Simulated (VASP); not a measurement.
# Co in VASP: notebook, part 2 of 2

VASP 6.6.1.

### Step 3. Single point, LDA, collinear spin, ferromagnetic start

This run uses another cell than the first one: it holds 1 atom, not 2.

Contents of INCAR:

```
PREC = Accurate ; ENCUT = 520
EDIFF = 1E-6 ; ISMEAR = -1
SIGMA = 0.05 ; LREAL = F
LASPH = T ; NELM = 150
ALGO = Normal ; ISIF = 2
LWAVE = F ; LCHARG = T
ISPIN = 2 ; MAGMOM = 1.608
LORBIT = 11 ; LMAXMIX = 4
LELF = T ; LVHAR = T
NBANDS = 14
```

Contents of KPOINTS:

```
Automatic mesh
0
Gamma
  26 26 26
```

Contents of POSCAR:

```
Co
1.0
    0.0000000000      1.7141401415      1.7141401415
    1.7141401415      0.0000000000      1.7141401415
    1.7141401415      1.7141401415      0.0000000000
Co
1
Direct
    0.0000000000      0.0000000000      0.0000000000
```

Potentials or basis: VASP PAW LDA potentials, release 64 (Co).

The run is started by

```console
$ cat potpaw_LDA.64/Co/POTCAR > POTCAR
$ mpirun -np 1 vasp_std > vasp.out
```

OUTCAR:

```text
PREC = Accurate
   ENCUT = 520
   EDIFF = 1E-6
   ISMEAR = -1
   LREAL = F
   LASPH = T
   NELM = 150
   ISIF = 2
   ISPIN = 2
   LORBIT = 11

 ion  position               nearest neighbor table
   1  0.000  0.000  0.000-

  LATTYP: Found a face centered cubic cell.
 ALAT       =     3.4282802830

  Lattice vectors:

 A1 = (   0.0000000000,   1.7141401415,   1.7141401415)
 A2 = (   1.7141401415,   0.0000000000,   1.7141401415)
 A3 = (   1.7141401415,   1.7141401415,   0.0000000000)

Analysis of symmetry for initial positions (statically):
=====================================================================
 Subroutine PRICEL returns:
 Original cell was already a primitive cell.

 Routine SETGRP: Setting up the symmetry group for a
 face centered cubic supercell.

 Subroutine GETGRP returns: Found 48 space group operations
 (whereof 48 operations were pure point group operations)
 out of a pool of 48 trial point group operations.

The static configuration has the point symmetry O_h .

Analysis of symmetry for dynamics (positions and initial velocities):
[... 987 lines left out ...]
      3       9.8078      1.00000
      4       9.8676      1.00000
      5      11.9554      0.00000
      6      12.0364      0.00000
      7      21.8924      0.00000
      8      33.7524      0.00000
      9      36.6931      0.00000
     10      38.5887      0.00000
     11      40.9059      0.00000
     12      42.4355      0.00000
     13      46.7541      0.00000
     14      51.2133      0.00000

 [... further k-points ...]

------------------------ aborting loop because EDIFF is reached ----------------------------------------

  FORCE on cell =-STRESS in cart. coord.  units (eV):
  Direction    XX          YY          ZZ          XY          YZ          ZX
  --------------------------------------------------------------------------------------
  -------------------------------------------------------------------------------------
  Total       -0.0992438     -0.0992438     -0.0992438      0.0000000     -0.0000000      0.0000000
  in kB      -15.7850112    -15.7850112    -15.7850112      0.0000000     -0.0000000      0.0000000
  external PRESSURE =     -15.7850112 kB  Pullay stress =       0.0000000 kB

 VOLUME and BASIS-vectors are now :
 -----------------------------------------------------------------------------
  energy-cutoff  :      520.00
  volume of cell :       10.07
      direct lattice vectors                 reciprocal lattice vectors
     0.000000000  1.714140141  1.714140141    -0.291691436  0.291691436  0.291691436
     1.714140141  0.000000000  1.714140141     0.291691436 -0.291691436  0.291691436
     1.714140141  1.714140141  0.000000000     0.291691436  0.291691436 -0.291691436

 POSITION                                       TOTAL-FORCE (eV/Angst)
 -----------------------------------------------------------------------------------
      0.00000      0.00000      0.00000         0.000000      0.000000     -0.000000
 -----------------------------------------------------------------------------------
    total drift:                                0.000000     -0.000000     -0.000000

  FREE ENERGIE OF THE ION-ELECTRON SYSTEM (eV)
  ---------------------------------------------------
  free  energy   TOTEN  =        -8.1037465251 eV

  energy  without entropy=       -8.0937863101  energy(sigma->0) =       -8.09876642

 total charge

# of ion       s       p       d       tot
------------------------------------------
    1        0.522   0.585   7.328   8.435

 magnetization (x)

# of ion       s       p       d       tot
------------------------------------------
    1       -0.011  -0.035   1.570   1.524
```

OSZICAR:

```text
N       E                     dE             d eps       ncg     rms          rms(c)
DAV:   1     0.272923618715E+02    0.27292E+02   -0.37609E+03 29842   0.781E+02
DAV:   2    -0.808354941283E+01   -0.35376E+02   -0.33021E+02 31202   0.151E+02
DAV:   3    -0.929599400732E+01   -0.12124E+01   -0.12004E+01 35748   0.291E+01
DAV:   4    -0.930347702092E+01   -0.74830E-02   -0.74811E-02 35592   0.214E+00
DAV:   5    -0.930356679278E+01   -0.89772E-04   -0.89770E-04 37494   0.221E-01    0.115E+01
DAV:   6    -0.829577374854E+01    0.10078E+01   -0.12598E+01 38574   0.413E+01    0.484E+00
DAV:   7    -0.811354352491E+01    0.18223E+00   -0.14212E+00 34272   0.129E+01    0.243E+00
DAV:   8    -0.810749000278E+01    0.60535E-02   -0.14928E-02 38630   0.851E-01    0.170E+00
DAV:   9    -0.810338678833E+01    0.41032E-02   -0.12669E-02 40786   0.968E-01    0.594E-01
DAV:  10    -0.810349393821E+01   -0.10715E-03   -0.18335E-04 39334   0.109E-01    0.314E-01
DAV:  11    -0.810376870597E+01   -0.27477E-03   -0.84314E-04 38640   0.247E-01    0.609E-02
DAV:  12    -0.810374165586E+01    0.27050E-04   -0.16933E-05 36286   0.285E-02    0.496E-02
DAV:  13    -0.810374668552E+01   -0.50297E-05   -0.71688E-06 33472   0.274E-02    0.139E-02
DAV:  14    -0.810374652511E+01    0.16041E-06   -0.25960E-06 26710   0.102E-02
   1 F= -.81037465E+01 E0= -.80987664E+01  d E =-.996022E-02  mag=     1.5320
```

Run time: 1.9 min. Hardware: 1 thread of Intel Xeon Platinum 8259CL at 2.50GHz (Skylake/Cascade Lake), shared host; peak memory 0.21 GiB.

What came out:

```yaml
Free_energy: -8.1037 eV
Pressure: -1.6 GPa
Net_moment: 1.53 μB per cell
Site_moments: Co +1.52 μB
Valence_electrons_inside_the_program's_atomic_spheres: Co 8.44
```

Levels at points of the mesh, in eV from the Fermi level:
Spin up:
| k point | band 1 | band 2 | band 3 | band 4 | band 5 | band 6 | band 7 | band 8 | band 9 | band 10 |
| --- | --- | --- | --- | --- | --- | --- | --- | --- | --- | --- |
| (0.00, 0.00, 0.00) | -9.39 | -2.65 | -2.65 | -2.65 | -1.36 | -1.36 | 23.68 | 28.61 | 28.61 | 28.61 |
| (0.50, 0.00, 0.00) | -5.45 | -2.75 | -2.75 | -0.39 | -0.39 | -0.26 | 6.96 | 22.25 | 26.23 | 26.23 |
| (0.50, 0.50, 0.00) | -5.51 | -4.86 | -0.46 | -0.13 | -0.13 | 2.71 | 10.55 | 15.68 | 15.68 | 21.11 |
Spin down:
```csv
k point,band 1,band 2,band 3,band 4,band 5,band 6,band 7,band 8
"(0.00, 0.00, 0.00)",-9.18,-1.27,-1.27,-1.27,0.24,0.24,23.73,28.85
"(0.50, 0.00, 0.00)",-4.58,-1.34,-1.34,-0.07,1.22,1.22,7.92,22.29
"(0.50, 0.50, 0.00)",-4.52,-3.73,1.21,1.46,1.46,2.94,11.42,15.97
```
